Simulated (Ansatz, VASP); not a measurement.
## CuAs in VASP and in Ansatz

```
Cu As
1.0
     3.67609    0.00000    0.00000
    -1.83804    3.18358    0.00000
     0.00000    0.00000    4.72489
Cu As
2 2
Direct
  0.00000 0.00000 0.50000
  0.00000 0.00000 0.00000
  0.66667 0.33333 0.75000
  0.33333 0.66667 0.25000
```

Alike in both runs: task single point; functional LDA; k mesh 15 × 15 × 10; occupations gaussian, width 0.15 eV; no spin polarisation.

|  | VASP | Ansatz |
| --- | --- | --- |
| version | VASP 6.6.1 | Ansatz 0.2.0 |
| potentials or method | VASP PAW LDA potentials, release 64 (Cu, As), cutoff 520 eV | scalar-relativistic, plane waves, PAW |
| valence electrons in the cell | 32 | 68 |

Ansatz gave:

| Quantity | Value |
| --- | --- |
| gap on the k mesh at the Fermi level (eV) | none |
| pressure (GPa) | 13.1 |
| traceless stress, the component that is largest in VASP (GPa) | 0.07 |

Problem. What did VASP give for the same quantities?

Solution. gap on the k mesh at the Fermi level (eV): none; pressure (GPa): 13.8; traceless stress, the component that is largest in VASP (GPa): 0.09.

LDA's correlation is that of Perdew and Zunger in VASP and of Perdew and Wang (1992) in Ansatz. A gap of «none» marks a metal or a gap that the smearing closes. VASP's potentials hold 32 valence electrons a cell and Ansatz's 68, so a difference there can come from the potentials and not from the codes.
